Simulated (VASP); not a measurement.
# V (Im-3m) in VASP: further runs

V is run at these levels: r2SCAN; tasks: single point.

Everything below comes from runs of VASP 6.6.1. Logs are shortened: lines on timing, memory, paths and dates and some standing lists are left out, and cuts for length are marked.

### Step 1. The cell of the first run

It takes space group Im-3m (No. 229, cubic). The conventional cell has a = 2.982 Å, b = 2.982 Å, c = 2.982 Å, α = 90.00°, β = 90.00°, γ = 90.00°. Within 3.4 Å of V (site symmetry m-3m) lie 14 V at 2.58 to 2.98 Å.

### Step 2. Single point, r2SCAN

Input file POSCAR:

```
V
1.0
   -1.4910375985      1.4910375985      1.4910375985
    1.4910375985     -1.4910375985      1.4910375985
    1.4910375985      1.4910375985     -1.4910375985
V
1
Direct
    0.0000000000      0.0000000000      0.0000000000
```

Input file INCAR.step1:

```
  PREC = Accurate
  ENCUT = 520
  ISMEAR = 0
  SIGMA = 0.05
  LREAL = False
  LASPH = True
  NELM = 80
  NBANDS = 12
  GGA = PE
  ALGO = Normal
  EDIFF = 1E-4
  LWAVE = True
  LCHARG = False
```

Input file INCAR.step2:

```
  PREC = Accurate
  ENCUT = 520
  EDIFF = 1E-6
  ISMEAR = 0
  SIGMA = 0.05
  LREAL = False
  LASPH = True
  NELM = 80
  ALGO = Normal
  ISIF = 2
  LWAVE = False
  LCHARG = False
  METAGGA = R2SCAN
  LMIXTAU = True
  NBANDS = 12
  ISTART = 1
```

Input file KPOINTS:

```
Automatic mesh
0
Gamma
  20 20 20
```

Potentials or basis: VASP PAW PBE potentials, release 64 (V_sv).

Launch:

```bash
> cat potpaw_PBE.64/V_sv/POTCAR > POTCAR
> cp INCAR.step1 INCAR
> mpirun -np 1 vasp_std > vasp.out
> cp INCAR.step2 INCAR
> mpirun -np 1 vasp_std > vasp.out
```

OUTCAR:

```text
PREC = Accurate
   ENCUT = 520
   EDIFF = 1E-6
   ISMEAR = 0
   LREAL = False
   LASPH = True
   NELM = 80
   ISIF = 2
   METAGGA = R2SCAN
   ISTART = 1

 ion  position               nearest neighbor table
   1  0.000  0.000  0.000-

  LATTYP: Found a body centered cubic cell.
 ALAT       =     2.9820751970

  Lattice vectors:

 A1 = (  -1.4910375985,   1.4910375985,   1.4910375985)
 A2 = (   1.4910375985,  -1.4910375985,   1.4910375985)
 A3 = (   1.4910375985,   1.4910375985,  -1.4910375985)

Analysis of symmetry for initial positions (statically):
=====================================================================
 Subroutine PRICEL returns:
 Original cell was already a primitive cell.

 Routine SETGRP: Setting up the symmetry group for a
 body centered cubic supercell.

 Subroutine GETGRP returns: Found 48 space group operations
 (whereof 48 operations were pure point group operations)
 out of a pool of 48 trial point group operations.

The static configuration has the point symmetry O_h .

Analysis of symmetry for dynamics (positions and initial velocities):
=====================================================================
 Subroutine PRICEL returns:
 Original cell was already a primitive cell.

 Routine SETGRP: Setting up the symmetry group for a
 body centered cubic supercell.

 Subroutine GETGRP returns: Found 48 space group operations
 (whereof 48 operations were pure point group operations)
 out of a pool of 48 trial point group operations.

The dynamic configuration has the point symmetry O_h .

 Subroutine INISYM returns: Found 48 space group operations
 (whereof 48 operations are pure point group operations),
 and found     1 'primitive' translations

----------------------------------------------------------------------------------------

                                     Primitive cell

  volume of cell :      13.2595

  direct lattice vectors                    reciprocal lattice vectors
    -1.491037598  1.491037598  1.491037598     0.000000000  0.335336950  0.335336950
     1.491037598 -1.491037598  1.491037598     0.335336950  0.000000000  0.335336950
     1.491037598  1.491037598 -1.491037598     0.335336950  0.335336950  0.000000000

  length of vectors
     2.582552877  2.582552877  2.582552877     0.474238062  0.474238062  0.474238062

  position of ions in fractional coordinates (direct lattice)
     0.000000000  0.000000000  0.000000000

  ion indices of the primitive-cell ions
   primitive index   ion index
                 1           1

----------------------------------------------------------------------------------------

 KPOINTS: Automatic mesh

Automatic generation of k-mesh.
 Grid dimensions read from file:
 generate k-points for:   20   20   20

 Generating k-lattice:

  Cartesian coordinates                     Fractional coordinates (reciprocal lattice)
     0.000000000  0.016766847  0.016766847     0.050000000  0.000000000  0.000000000
     0.016766847  0.000000000  0.016766847     0.000000000  0.050000000  0.000000000
     0.016766847  0.016766847  0.000000000     0.000000000  0.000000000  0.050000000

  Length of vectors
     0.023711903  0.023711903  0.023711903

  Shift w.r.t. Gamma in fractional coordinates (k-lattice)
     0.000000000  0.000000000  0.000000000

 Subroutine IBZKPT returns following result:
 ===========================================

 Found    256 irreducible k-points:

 Following reciprocal coordinates:
            Coordinates               Weight
  0.000000  0.000000  0.000000      1.000000
  0.050000  0.000000  0.000000     12.000000
  0.100000  0.000000  0.000000     12.000000
  0.150000  0.000000  0.000000     12.000000
  0.200000  0.000000  0.000000     12.000000
  0.250000  0.000000  0.000000     12.000000
[... 16 lines left out ...]
  0.200000  0.100000  0.000000     48.000000
  0.250000  0.100000  0.000000     48.000000
 [... further k-points ...]
   k-points           NKPTS =    256   k-points in BZ     NKDIM =    256   number of bands    NBANDS=     12
   number of dos      NEDOS =    301   number of ions     NIONS =      1
   total plane-waves  NPLWV =   8000
   dimension x,y,z NGX =    20 NGY =   20 NGZ =   20
   dimension x,y,z NGXF=    40 NGYF=   40 NGZF=   40
   ions per type =               1
   NGX,Y,Z   is equivalent  to a cutoff of  12.87, 12.87, 12.87 a.u.
   NGXF,Y,Z  is equivalent  to a cutoff of  25.75, 25.75, 25.75 a.u.
 SYSTEM =  unknown system
   PREC   = accura    normal or accurate (medium, high low for compatibility)
   ISTART =      1    job   : 0-new  1-cont  2-samecut
   ICHARG =      0    charge: 1-file 2-atom 10-const
   ISPIN  =      1    spin polarized calculation?
   LNONCOLLINEAR =      F non collinear calculations
   LSORBIT =      F    spin-orbit coupling
   LASPH  =      T    aspherical Exc in radial PAW
   ENCUT  =  520.0 eV  38.22 Ry    6.18 a.u.   4.80  4.80  4.80*2*pi/ulx,y,z
   NELM   =     80;   NELMIN=  2; NELMDL=  0     # of ELM steps
   EDIFF  = 0.1E-05   stopping-criterion for ELM
   LREAL  =      F    real-space projection
   EDIFFG = 0.1E-04   stopping-criterion for IOM
   NSW    =      0    number of steps for IOM
   IBRION =     -1    ionic relax: 0-MD 1-quasi-New 2-CG
   NFREE  =      0    steps in history (QN), initial steepest desc. (CG)
   ISIF   =      2    stress and relaxation
   ISYM   =      2    0-nonsym 1-usesym 2-fastsym
   POTIM  = 0.5000    time-step for ionic-motion
   TEBEG  =    0.0;   TEEND  =   0.0 temperature during run
   PSTRESS=    0.0 pullay stress
   NELECT =      13.0000    total number of electrons
   NUPDOWN=      -1.0000    fix difference up-down
   EMIN   =  10.00;   EMAX   =-10.00  energy-range for DOS
   EFERMI =   0.00;   METHOD = LEGACY
   ISMEAR =     0;   SIGMA  =   0.05  broadening in eV -4-tet -1-fermi 0-gaus
   EFERMI_NEDOS =   21; number of points for ismear=-14 and -15
   IALGO  =     38    algorithm
   IMIX   =      4    mixing-type and parameters
     AMIX     =   0.40;   BMIX     =  1.00
     AMIX_MAG =   1.60;   BMIX_MAG =  1.00
  volume/ion in A,a.u.               =      13.26        89.48
  Fermi-wavevector in a.u.,A,eV,Ry     =   1.626350  3.073356 35.987606  2.645014
  Thomas-Fermi vector in A             =   2.719324
   LORBIT       =      0    0 simple, 1 ext, 2 COOP (PROOUT), +10 PAW based schemes
   METAGGA = R2SCAN    functional components
   LHFCALC =     F    Hartree Fock is set to
   AEXX    =    0.0000 exact exchange contribution
   IVDW    =     0    specifies the selected vdW correction
   LEPSILON=     F    determine dielectric tensor
   LRPA    =     F    only Hartree local field effects (RPA)
 non-spin polarized calculation
 Gauss-broadening in eV      SIGMA  =   0.05
  energy-cutoff  :      520.00
  volume of cell :       13.26
 maximum number of plane-waves:       370
   NGX =  9   NGY =  9   NGZ =  9

 number of electron      12.9999992 magnetization

 Free energy of the ion-electron system (eV)
  ---------------------------------------------------
  ext. energy  EPLUGINS =         0.00000000
  ---------------------------------------------------
  free energy    TOTEN  =       -14.13037980 eV

  energy without entropy =      -14.12816133  energy(sigma->0) =      -14.12927057

 E-fermi :   9.8554     XC(G=0): -14.1625

 val. band max:        9.8549388890   @ k =  -0.4000   0.4000   0.1000
 cond. band min:       9.8613918220   @ k =  -0.3500   0.4000   0.1500
 fundamental gap:      0.0064529331
 Fermi energy:         9.8554031576

 k-point     1 :       0.0000    0.0000    0.0000
  band No.  band energies     occupation
      1     -56.4415      2.00000
      2     -28.5654      2.00000
      3     -28.5654      2.00000
      4     -28.5654      2.00000
      5       2.7657      2.00000
      6      10.3467      0.00000
      7      10.3468      0.00000
      8      10.3468      0.00000
      9      12.5672      0.00000
     10      12.5672      0.00000
     11      31.2264      0.00000
     12      31.2265      0.00000

 k-point     2 :       0.0500    0.0000    0.0000
  band No.  band energies     occupation
      1     -56.4362      2.00000
      2     -28.5907      2.00000
      3     -28.5730      2.00000
      4     -28.5656      2.00000
      5       2.8735      2.00000
      6      10.2997      0.00000
      7      10.3363      0.00000
      8      10.4227      0.00000
      9      12.5112      0.00000
     10      12.5697      0.00000
     11      31.0402      0.00000
     12      31.2149      0.00000

 k-point     3 :       0.1000    0.0000    0.0000
  band No.  band energies     occupation
      1     -56.4207      2.00000
      2     -28.6637      2.00000
      3     -28.5949      2.00000
      4     -28.5662      2.00000
      5       3.1899      2.00000
      6      10.1652      0.00000
      7      10.2927      0.00000
      8      10.6468      0.00000
      9      12.3741      0.00000
     10      12.5790      0.00000
     11      30.4831      0.00000
     12      31.1160      0.00000
[... 286 lines left out ...]
 k-point    23 :       0.2000    0.1000    0.0000
  band No.  band energies     occupation
      1     -56.3217      2.00000
      2     -29.0974      2.00000
      3     -28.7223      2.00000
      4     -28.6007      2.00000
      5       5.3166      2.00000
      6       9.4382      2.00000
      7       9.6284      2.00000
      8      12.0362      0.00000
      9      12.3585      0.00000
     10      12.8263      0.00000
     11      26.8265      0.00000
     12      28.5699      0.00000

 k-point    24 :       0.2500    0.1000    0.0000
  band No.  band energies     occupation
      1     -56.2892      2.00000
      2     -29.2298      2.00000
      3     -28.7763      2.00000
      4     -28.6035      2.00000
      5       5.9796      2.00000
      6       9.1915      2.00000
      7       9.5580      2.00000
      8      12.1344      0.00000
      9      12.8523      0.00000
     10      13.0499      0.00000
     11      25.2150      0.00000
     12      27.7703      0.00000

 [... further k-points ...]

------------------------ aborting loop because EDIFF is reached ----------------------------------------

  FORCE on cell =-STRESS in cart. coord.  units (eV):
  Direction    XX          YY          ZZ          XY          YZ          ZX
  --------------------------------------------------------------------------------------
  -------------------------------------------------------------------------------------
  Total        0.0596017      0.0596017      0.0596017     -0.0000000     -0.0000000      0.0000000
  in kB        7.2018354      7.2018354      7.2018354     -0.0000000     -0.0000000      0.0000000
  external PRESSURE =       7.2018354 kB  Pullay stress =       0.0000000 kB

 VOLUME and BASIS-vectors are now :
 -----------------------------------------------------------------------------
  energy-cutoff  :      520.00
  volume of cell :       13.26
      direct lattice vectors                 reciprocal lattice vectors
    -1.491037598  1.491037598  1.491037598     0.000000000  0.335336950  0.335336950
     1.491037598 -1.491037598  1.491037598     0.335336950  0.000000000  0.335336950
     1.491037598  1.491037598 -1.491037598     0.335336950  0.335336950  0.000000000

 POSITION                                       TOTAL-FORCE (eV/Angst)
 -----------------------------------------------------------------------------------
      0.00000      0.00000      0.00000         0.000000     -0.000000      0.000000
 -----------------------------------------------------------------------------------
    total drift:                                0.000000     -0.000000      0.000000

  FREE ENERGIE OF THE ION-ELECTRON SYSTEM (eV)
  ---------------------------------------------------
  free  energy   TOTEN  =       -14.1303798041 eV

  energy  without entropy=      -14.1281613270  energy(sigma->0) =      -14.12927057
```

It took 68 s on 1 thread of AMD EPYC 9R45 (Zen 5), shared host; peak memory 0.12 GiB.

What came out:

```yaml
Free_energy: -14.1304 eV
Pressure: 0.7 GPa
```

Caveat: the PAW data sets were made with another functional, which shifts forces and pressure a little.

### Step 3. Single point, r2SCAN

POSCAR is that of step 2.

Input file INCAR.step1:

```
SYSTEM = V
  ALGO = Normal
  EDIFF = 1E-4
  ENCUT = 520
  GGA = PE
  ISMEAR = 0
  LASPH = .True.
  LCHARG = .False.
  LREAL = .False.
  LWAVE = .True.
  NBANDS = 12
  NELM = 80
  PREC = Accurate
  SIGMA = 0.05
```

Input file INCAR.step2:

```
SYSTEM = V
  ALGO = Normal
  EDIFF = 1E-6
  ENCUT = 520
  ISIF = 2
  ISMEAR = 0
  ISTART = 1
  LASPH = .True.
  LCHARG = .True.
  LELF = .True.
  LMIXTAU = .True.
  LREAL = .False.
  LVHAR = .True.
  LWAVE = .False.
  METAGGA = R2SCAN
  NBANDS = 12
  NELM = 80
  PREC = Accurate
  SIGMA = 0.05
```

Input file KPOINTS:

```
k-points
0
Gamma
  20 20 20
  0 0 0
```

Potentials or basis: VASP PAW PBE potentials, release 64 (V_sv).

Launch:

```bash
> cat potpaw_PBE.64/V_sv/POTCAR > POTCAR
> cp INCAR.step1 INCAR
> mpirun -np 1 vasp_std > vasp.out
> cp INCAR.step2 INCAR
> mpirun -np 1 vasp_std > vasp.out
```

Wall time 69 s (1 thread of AMD EPYC 9R45 (Zen 5), shared host); peak memory 0.13 GiB.

It converged, with:

```yaml
Free_energy: -14.1304 eV
Pressure: 0.7 GPa
```

Levels at points of the mesh, in eV from the Fermi level:
| k point | band 5 | band 6 | band 7 | band 8 | band 9 | band 10 |
| --- | --- | --- | --- | --- | --- | --- |
| (0.00, 0.00, 0.00) | -7.09 | 0.49 | 0.49 | 0.49 | 2.71 | 2.71 |
| (0.50, 0.00, 0.00) | -3.39 | -1.17 | 1.57 | 2.69 | 3.10 | 4.38 |
| (0.50, 0.50, 0.50) | -3.18 | -3.18 | 3.97 | 3.97 | 3.97 | 10.80 |

Caveat: the PAW data sets were made with another functional, which shifts forces and pressure a little.

(Continued in part 2 of 2.)
